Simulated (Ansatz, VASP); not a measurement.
**Ru: VASP beside Ansatz**

File INCAR:

```
PREC     = Accurate       # precision mode
ENCUT    = 520            # plane-wave cutoff, eV
EDIFF    = 1E-6           # SCF threshold, eV
ISMEAR   = 0              # smearing method
SIGMA    = 0.15           # smearing width, eV
LREAL    = F              # projectors in reciprocal space
LASPH    = T              # aspherical terms in the spheres
NELM     = 100            # most SCF steps
ALGO     = Fast           # electronic algorithm
ISIF     = 2              # what is computed and relaxed
LWAVE    = F              # write WAVECAR
LCHARG   = F              # write CHGCAR
GGA      = PE             # functional
NBANDS   = 13             # bands
```

The input KPOINTS:

```
regular mesh
0
Gamma
  24 24 24
```

The input POSCAR:

```
Ru
1.0
    0.0000000000      1.9412361369      1.8635866914
    1.9412361369      0.0000000000      1.8635866914
    1.9412361369      1.9412361369      0.0000000000
Ru
1
Direct
    0.0000000000      0.0000000000      0.0000000000
```

Input for Ansatz:

```yaml
crystal:
  lattice:
    - [0.0, 1.9412361369, 1.8635866914]
    - [1.9412361369, 0.0, 1.8635866914]
    - [1.9412361369, 1.9412361369, 0.0]
  atoms:
    - { symbol: Ru, position: [0.0, 0.0, 0.0] }
basis:
  ecutwfc: 420
kpoints:
  mp_grid: { grid: [24, 24, 24] }
hamiltonian:
  xc: pbe
scf:
  occupations: { method: gaussian, width: 0.15 }
output:
  forces: true
  stress: true
  eigenvalues: true
```

Alike in both runs: task single point; functional PBE; k mesh 24 × 24 × 24; occupations gaussian, width 0.15 eV; no spin polarisation.

|  | VASP | Ansatz |
| --- | --- | --- |
| version | VASP 6.6.1 | Ansatz 0.2.0 |
| potentials or method | VASP PAW PBE potentials, release 64 (Ru_pv), cutoff 520 eV | scalar-relativistic, plane waves, PAW |
| valence electrons in the cell | 14 | 16 |

|  | VASP | Ansatz | Ansatz less VASP |
| --- | --- | --- | --- |
| gap on the k mesh at the Fermi level (eV) | none | none | - |
| pressure (GPa) | -4.4 | -4.2 | +0.21 |
| traceless stress, the component that is largest in VASP (GPa) | 6.42 | 6.43 | +0.011 |

A gap of «none» marks a metal or a gap that the smearing closes. VASP's potentials hold 14 valence electrons a cell and Ansatz's 16, so a difference there can come from the potentials and not from the codes.
